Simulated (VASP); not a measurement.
A run of VASP 6.6.1 is set up as follows.

File INCAR:

```
PREC = Accurate ; ENCUT = 600
EDIFF = 1E-7 ; ISMEAR = -1
SIGMA = 0.08 ; LREAL = F
LASPH = T ; NELM = 80
ALGO = Normal ; ISIF = 3
LWAVE = F ; LCHARG = F
GGA = PE ; IBRION = 2
NSW = 60 ; EDIFFG = -0.005
PSTRESS = -33.0
```

The input KPOINTS:

```
Automatic mesh
0
Gamma
  12 12 12
```

The input POSCAR:

```
Nb
1.0
    0.0000000000      2.8922031288      2.8922031288
    2.8922031288      0.0000000000      2.8922031288
    2.8922031288      2.8922031288      0.0000000000
Nb
2
Direct
   -0.1250000000     -0.1250000000     -0.1250000000
    0.1250000000      0.1250000000      0.1250000000
```

Potentials or basis: VASP PAW PBE potentials, release 64 (Nb_sv).

Run with:

```bash
$ cat potpaw_PBE.64/Nb_sv/POTCAR > POTCAR
$ mpirun -np 1 vasp_std > vasp.out
```

Task: Predict the relaxed cell.

Result: a = 4.258 Å, b = 4.258 Å, c = 4.258 Å, α = 60.00°, β = 60.00°, γ = 60.00°.

Task: What does it give for the relaxed volume?

Result: 27.29 Å³/atom.

The path:
```
step  energy change (eV)  largest force (eV/Å)  pressure (GPa)  volume (Å³)
   1              0.0000                0.0000            4.92        48.39
   2              0.0709                0.0000           -5.77        57.61
   3             -0.0156                0.0000           -3.27        54.58
```

Caveat: the cell is relaxed towards a set pressure, so the run minimises the enthalpy, not the energy.
